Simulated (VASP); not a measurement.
Runs of VASP 6.6.1 on Al. The structure is that of space group Fm-3m (No. 225), or close to it. The cells are those of the table. 

```csv
cell,cutoff (eV),gap on the mesh (eV),pressure (GPa)
"a = 2.851 Å, angles 60.0°, 1 atom",520,none,-0.9
"a = 2.839 Å, angles 60.0°, 1 atom",500,none,0.0
"a = 2.839 Å, angles 60.0°, 1 atom",520,none,0.0
"a = 2.864 Å, angles 60.0°, 1 atom",500,none,(a)
```

Alike in all rows: task single point; level PBEsol; potentials or basis VASP PAW PBE potentials, release 64 (Al); no spin polarisation; k mesh 18 × 18 × 18; smearing gaussian 0.05 eV.

Problem. Fill in the values left out.

Solution. (a) -1.9.

Caveats: the PAW data sets were made with another functional, which shifts forces and pressure a little.

A gap of «none» marks levels without a gap at the run's occupations.
